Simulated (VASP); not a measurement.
# Ta2N (P-3m1) in VASP: a series of runs

Ta2N is run at these levels: PBEsol; tasks: single point.

Everything below comes from runs of VASP 6.6.1. Logs are shortened: lines on timing, memory, paths and dates and some standing lists are left out, and cuts for length are marked.

### Step 1. The cell of the first run

The structure is trigonal, space group P-3m1 (No. 164). Conventional cell: a = 3.078 Å, b = 3.078 Å, c = 4.824 Å, α = 90.00°, β = 90.00°, γ = 120.00°. Within 2.9 Å of Ta (site symmetry 3m) lie 3 N at 2.16 Å. N (site symmetry -3m) has 6 Ta at 2.16 Å within 2.9 Å.

### Step 2. Single point, PBEsol

Input file INCAR:

```
SYSTEM = Ta2N
PREC = Accurate
ENCUT = 520
EDIFF = 1E-6
ISMEAR = 0
SIGMA = 0.15
LREAL = .FALSE.
LASPH = .TRUE.
NELM = 80
ALGO = Normal
ISIF = 2
LWAVE = .FALSE.
LCHARG = .FALSE.
GGA = PS
NBANDS = 20
```

Input file KPOINTS:

```
Automatic mesh
0
G
  15 15 8
  0 0 0
```

Input file POSCAR:

```
Ta2N
1.0
    3.0782595490      0.0000000000      0.0000000000
   -1.5391297745      2.6658509688      0.0000000000
    0.0000000000      0.0000000000      4.8239329370
Ta N
2 1
Direct
    0.6666666667      0.3333333333      0.7463700642
    0.3333333333      0.6666666667      0.2536299358
    0.0000000000      0.0000000000      0.0000000000
```

Potentials or basis: VASP PAW PBE potentials, release 64 (Ta_pv, N).

Started as:

```sh
cat potpaw_PBE.64/Ta_pv/POTCAR potpaw_PBE.64/N/POTCAR > POTCAR
mpirun -np 1 vasp_std > vasp.out
```

OUTCAR:

```text
SYSTEM = Ta2N
   PREC = Accurate
   ENCUT = 520
   EDIFF = 1E-6
   ISMEAR = 0
   LREAL = .FALSE.
   LASPH = .TRUE.
   NELM = 80
   ISIF = 2
   GGA = PS

 ion  position               nearest neighbor table
   1  0.667  0.333  0.746-   3 2.16   3 2.16   3 2.16   2 2.97   2 2.97   2 2.97   2 3.02   2 3.02
                             2 3.02
   2  0.333  0.667  0.254-   3 2.16   3 2.16   3 2.16   1 2.97   1 2.97   1 2.97   1 3.02   1 3.02
                             1 3.02
   3  0.000  0.000  0.000-   1 2.16   2 2.16   2 2.16   1 2.16   1 2.16   2 2.16

  LATTYP: Found a hexagonal cell.
 ALAT       =     3.0782595490
 C/A-ratio  =     1.5670975303

  Lattice vectors:

 A1 = (   3.0782595490,   0.0000000000,   0.0000000000)
 A2 = (  -1.5391297745,   2.6658509688,   0.0000000000)
 A3 = (   0.0000000000,   0.0000000000,   4.8239329370)

Analysis of symmetry for initial positions (statically):
=====================================================================
 Subroutine PRICEL returns:
 Original cell was already a primitive cell.

 Routine SETGRP: Setting up the symmetry group for a
 hexagonal supercell.

 Subroutine GETGRP returns: Found 12 space group operations
 (whereof 12 operations were pure point group operations)
 out of a pool of 24 trial point group operations.

The static configuration has the point symmetry D_3d.

Analysis of symmetry for dynamics (positions and initial velocities):
=====================================================================
 Subroutine PRICEL returns:
 Original cell was already a primitive cell.

 Routine SETGRP: Setting up the symmetry group for a
 hexagonal supercell.

 Subroutine GETGRP returns: Found 12 space group operations
 (whereof 12 operations were pure point group operations)
 out of a pool of 24 trial point group operations.

The dynamic configuration has the point symmetry D_3d.

 Subroutine INISYM returns: Found 12 space group operations
 (whereof 12 operations are pure point group operations),
 and found     1 'primitive' translations

----------------------------------------------------------------------------------------

                                     Primitive cell

  volume of cell :      39.5861

  direct lattice vectors                    reciprocal lattice vectors
     3.078259549  0.000000000  0.000000000     0.324858896  0.187557371  0.000000000
    -1.539129775  2.665850969  0.000000000     0.000000000  0.375114743  0.000000000
     0.000000000  0.000000000  4.823932937     0.000000000  0.000000000  0.207299731

  length of vectors
     3.078259549  3.078259549  4.823932937     0.375114743  0.375114743  0.207299731

  position of ions in fractional coordinates (direct lattice)
     0.666666667  0.333333333  0.746370064
     0.333333333  0.666666667  0.253629936
     0.000000000  0.000000000  0.000000000

  ion indices of the primitive-cell ions
   primitive index   ion index
                 1           1
                 2           2
                 3           3

----------------------------------------------------------------------------------------

 KPOINTS: Automatic mesh

Automatic generation of k-mesh.
 Grid dimensions read from file:
 generate k-points for:   15   15    8

 Generating k-lattice:

  Cartesian coordinates                     Fractional coordinates (reciprocal lattice)
     0.021657260  0.012503825  0.000000000     0.066666667  0.000000000  0.000000000
     0.000000000  0.025007650  0.000000000     0.000000000  0.066666667  0.000000000
     0.000000000  0.000000000  0.025912466     0.000000000  0.000000000  0.125000000

  Length of vectors
     0.025007650  0.025007650  0.025912466

  Shift w.r.t. Gamma in fractional coordinates (k-lattice)
     0.000000000  0.000000000  0.000000000

 Subroutine IBZKPT returns following result:
 ===========================================

 Found    192 irreducible k-points:

 Following reciprocal coordinates:
            Coordinates               Weight
  0.000000  0.000000  0.000000      1.000000
  0.066667  0.000000  0.000000      6.000000
  0.133333  0.000000  0.000000      6.000000
  0.200000  0.000000  0.000000      6.000000
  0.266667  0.000000  0.000000      6.000000
  0.333333  0.000000  0.000000      6.000000
[... 16 lines left out ...]
  0.333333  0.200000  0.000000     12.000000
  0.400000  0.200000  0.000000      6.000000
 [... further k-points ...]
   k-points           NKPTS =    192   k-points in BZ     NKDIM =    192   number of bands    NBANDS=     20
   number of dos      NEDOS =    301   number of ions     NIONS =      3
   total plane-waves  NPLWV =  20736
   dimension x,y,z NGX =    24 NGY =   24 NGZ =   36
   dimension x,y,z NGXF=    48 NGYF=   48 NGZF=   72
   ions per type =               2   1
   NGX,Y,Z   is equivalent  to a cutoff of  12.96, 12.96, 12.41 a.u.
   NGXF,Y,Z  is equivalent  to a cutoff of  25.92, 25.92, 24.81 a.u.
 SYSTEM =  Ta2N
   PREC   = accura    normal or accurate (medium, high low for compatibility)
   ISTART =      0    job   : 0-new  1-cont  2-samecut
   ICHARG =      2    charge: 1-file 2-atom 10-const
   ISPIN  =      1    spin polarized calculation?
   LNONCOLLINEAR =      F non collinear calculations
   LSORBIT =      F    spin-orbit coupling
   LASPH  =      T    aspherical Exc in radial PAW
   ENCUT  =  520.0 eV  38.22 Ry    6.18 a.u.   5.72  5.72  8.97*2*pi/ulx,y,z
   NELM   =     80;   NELMIN=  2; NELMDL= -5     # of ELM steps
   EDIFF  = 0.1E-05   stopping-criterion for ELM
   LREAL  =      F    real-space projection
   EDIFFG = 0.1E-04   stopping-criterion for IOM
   NSW    =      0    number of steps for IOM
   IBRION =     -1    ionic relax: 0-MD 1-quasi-New 2-CG
   NFREE  =      0    steps in history (QN), initial steepest desc. (CG)
   ISIF   =      2    stress and relaxation
   ISYM   =      2    0-nonsym 1-usesym 2-fastsym
   POTIM  = 0.5000    time-step for ionic-motion
   TEBEG  =    0.0;   TEEND  =   0.0 temperature during run
   PSTRESS=    0.0 pullay stress
   NELECT =      27.0000    total number of electrons
   NUPDOWN=      -1.0000    fix difference up-down
   EMIN   =  10.00;   EMAX   =-10.00  energy-range for DOS
   EFERMI =   0.00;   METHOD = LEGACY
   ISMEAR =     0;   SIGMA  =   0.15  broadening in eV -4-tet -1-fermi 0-gaus
   EFERMI_NEDOS =   21; number of points for ismear=-14 and -15
   IALGO  =     38    algorithm
   IMIX   =      4    mixing-type and parameters
     AMIX     =   0.40;   BMIX     =  1.00
     AMIX_MAG =   1.60;   BMIX_MAG =  1.00
  volume/ion in A,a.u.               =      13.20        89.05
  Fermi-wavevector in a.u.,A,eV,Ry     =   1.441060  2.723208 28.254579  2.076653
  Thomas-Fermi vector in A             =   2.559734
   LORBIT       =      0    0 simple, 1 ext, 2 COOP (PROOUT), +10 PAW based schemes
   GGA     = PS    functional components
   LHFCALC =     F    Hartree Fock is set to
   AEXX    =    0.0000 exact exchange contribution
   IVDW    =     0    specifies the selected vdW correction
   LEPSILON=     F    determine dielectric tensor
   LRPA    =     F    only Hartree local field effects (RPA)
 non-spin polarized calculation
 Gauss-broadening in eV      SIGMA  =   0.15
  energy-cutoff  :      520.00
  volume of cell :       39.59
 maximum number of plane-waves:      1086
 NGX is ok and might be reduce to    24
   NGX = 11   NGY = 11   NGZ = 17

 number of electron      27.0000001 magnetization

 Free energy of the ion-electron system (eV)
  ---------------------------------------------------
  ext. energy  EPLUGINS =         0.00000000
  ---------------------------------------------------
  free energy    TOTEN  =       -36.49900502 eV

  energy without entropy =      -36.48580267  energy(sigma->0) =      -36.49240384

 E-fermi :   7.5865     XC(G=0): -13.1422

 val. band max:        7.5651805175   @ k =  -0.0667   0.3333   0.1250
 cond. band min:       7.5893363190   @ k =   0.3333   0.2000   0.3750
 fundamental gap:      0.0241558015
 Fermi energy:         7.5865442894

 k-point     1 :       0.0000    0.0000    0.0000
  band No.  band energies     occupation
      1     -28.0455      2.00000
      2     -27.2292      2.00000
      3     -27.2292      2.00000
      4     -27.0918      2.00000
      5     -27.0918      2.00000
      6     -26.9696      2.00000
[... 12 lines left out ...]
     19       8.8360      0.00000
     20      12.7216      0.00000

 k-point     2 :       0.0667    0.0000    0.0000
  band No.  band energies     occupation
      1     -28.0307      2.00000
      2     -27.2594      2.00000
      3     -27.2403      2.00000
      4     -27.1222      2.00000
      5     -27.0940      2.00000
      6     -26.9752      2.00000
[... 12 lines left out ...]
     19       9.1789      0.00000
     20      12.7703      0.00000

 k-point     3 :       0.1333    0.0000    0.0000
  band No.  band energies     occupation
      1     -27.9877      2.00000
      2     -27.3450      2.00000
      3     -27.2702      2.00000
      4     -27.2058      2.00000
      5     -27.1014      2.00000
      6     -26.9926      2.00000
[... 12 lines left out ...]
     19      10.1473      0.00000
     20      12.6866      0.00000

 k-point     4 :       0.2000    0.0000    0.0000
  band No.  band energies     occupation
      1     -27.9208      2.00000
      2     -27.4715      2.00000
      3     -27.3230      2.00000
      4     -27.3117      2.00000
      5     -27.1147      2.00000
      6     -27.0225      2.00000
[... 12 lines left out ...]
     19      11.3029      0.00000
     20      12.4214      0.00000

 k-point     5 :       0.2667    0.0000    0.0000
  band No.  band energies     occupation
      1     -27.8385      2.00000
      2     -27.6145      2.00000
      3     -27.4503      2.00000
      4     -27.3569      2.00000
      5     -27.1320      2.00000
      6     -27.0649      2.00000
[... 12 lines left out ...]
     19      12.0195      0.00000
     20      12.5779      0.00000
[... 353 lines left out ...]
      6     -27.1316      2.00000
[... 12 lines left out ...]
     19      12.8181      0.00000
     20      13.0383      0.00000

 k-point    22 :       0.2667    0.2000    0.0000
  band No.  band energies     occupation
      1     -27.8043      2.00000
      2     -27.6631      2.00000
      3     -27.6083      2.00000
      4     -27.4461      2.00000
      5     -27.2930      2.00000
      6     -27.1900      2.00000
[... 12 lines left out ...]
     19      12.8031      0.00000
     20      13.2723      0.00000

 k-point    23 :       0.3333    0.2000    0.0000
  band No.  band energies     occupation
      1     -27.8612      2.00000
      2     -27.6588      2.00000
      3     -27.5346      2.00000
      4     -27.5149      2.00000
      5     -27.3206      2.00000
      6     -27.2501      2.00000
[... 12 lines left out ...]
     19      12.3652      0.00000
     20      13.6716      0.00000

 k-point    24 :       0.4000    0.2000    0.0000
  band No.  band energies     occupation
      1     -27.8820      2.00000
      2     -27.6459      2.00000
      3     -27.5547      2.00000
      4     -27.4940      2.00000
      5     -27.3292      2.00000
      6     -27.2824      2.00000
[... 12 lines left out ...]
     19      12.0421      0.00000
     20      13.9041      0.00000

 [... further k-points ...]
[... 5 lines left out ...]
  --------------------------------------------------------------------------------------
  -------------------------------------------------------------------------------------
  Total        0.1880826      0.1880826      0.1033997      0.0000000      0.0000000      0.0000000
  in kB        7.6123166      7.6123166      4.1849251      0.0000000      0.0000000      0.0000000
  external PRESSURE =       6.4698528 kB  Pullay stress =       0.0000000 kB

 VOLUME and BASIS-vectors are now :
 -----------------------------------------------------------------------------
  energy-cutoff  :      520.00
  volume of cell :       39.59
      direct lattice vectors                 reciprocal lattice vectors
     3.078259549  0.000000000  0.000000000     0.324858896  0.187557371  0.000000000
    -1.539129775  2.665850969  0.000000000     0.000000000  0.375114743  0.000000000
     0.000000000  0.000000000  4.823932937     0.000000000  0.000000000  0.207299731

 POSITION                                       TOTAL-FORCE (eV/Angst)
 -----------------------------------------------------------------------------------
      1.53913      0.88862      3.60044         0.000000      0.000000     -0.062173
     -0.00000      1.77723      1.22349        -0.000000     -0.000000      0.062173
      0.00000      0.00000      0.00000         0.000000      0.000000      0.000000
 -----------------------------------------------------------------------------------
    total drift:                                0.000000     -0.000000      0.000000

  FREE ENERGIE OF THE ION-ELECTRON SYSTEM (eV)
  ---------------------------------------------------
  free  energy   TOTEN  =       -36.4990050179 eV

  energy  without entropy=      -36.4858026699  energy(sigma->0) =      -36.49240384
```

It took 1.9 min on 1 thread of AMD EPYC 7R43 (Zen 3), shared host; peak memory 0.22 GiB.

Results:

```
Free energy   : -36.4990 eV
Pressure      : 0.6 GPa
Largest force : 0.062 eV/Å
```

Forces on the atoms (eV/Å):
```
Ta   0.000  0.000 -0.062
Ta   0.000  0.000  0.062
N    0.000  0.000  0.000
```

Caveat: the PAW data sets were made with another functional, which shifts forces and pressure a little; spin-orbit coupling is left out, which moves the levels of the heavy elements.

### Step 3. Single point, PBEsol

Input file INCAR:

```
  ALGO = Normal
  EDIFF = 1E-6
  ENCUT = 520
  GGA = PS
  ISIF = 2
  ISMEAR = 0
  LASPH = True
  LCHARG = False
  LREAL = False
  LWAVE = False
  NBANDS = 20
  NELM = 80
  PREC = Accurate
  SIGMA = 0.15
```

Input file KPOINTS:

```
k-points
0
Gamma
  18 18 10
```

POSCAR is that of step 2.

Potentials or basis: VASP PAW PBE potentials, release 64 (Ta_pv, N).

Started as:

```sh
cat potpaw_PBE.64/Ta_pv/POTCAR potpaw_PBE.64/N/POTCAR > POTCAR
mpirun -np 1 vasp_std > vasp.out
```

It took 3.5 min on 1 thread of AMD EPYC 7R43 (Zen 3), shared host; peak memory 0.3 GiB.

It converged, with:

```yaml
Free_energy: -36.4994 eV
Pressure: 0.6 GPa
Largest_force: 0.075 eV/Å
```

Forces in eV/Å, atoms in the order of the input:
```
Ta   0.000  0.000 -0.075
Ta   0.000  0.000  0.075
N    0.000  0.000  0.000
```

Stress tensor (GPa, compression positive):
```
0.69 0.00 0.00
0.00 0.69 0.00
0.00 0.00 0.57
```

Levels at points of the mesh, in eV from the Fermi level:
| k point | band 10 | band 11 | band 12 | band 13 | band 14 | band 15 | band 16 | band 17 |
| --- | --- | --- | --- | --- | --- | --- | --- | --- |
| (0.00, 0.00, 0.00) | -6.23 | -4.90 | -0.71 | -0.25 | -0.25 | 0.29 | 0.29 | 0.36 |
| (0.50, 0.00, 0.00) | -6.53 | -4.70 | -2.61 | -1.32 | 1.86 | 2.01 | 3.87 | 4.15 |
| (0.00, 0.00, 0.50) | -6.41 | -2.89 | -2.66 | -1.16 | -1.16 | 1.87 | 2.08 | 2.36 |
| (0.50, 0.00, 0.50) | -6.25 | -3.41 | -2.12 | -2.09 | -0.20 | 0.81 | 3.43 | 3.66 |

Caveat: the PAW data sets were made with another functional, which shifts forces and pressure a little; spin-orbit coupling is left out, which moves the levels of the heavy elements.
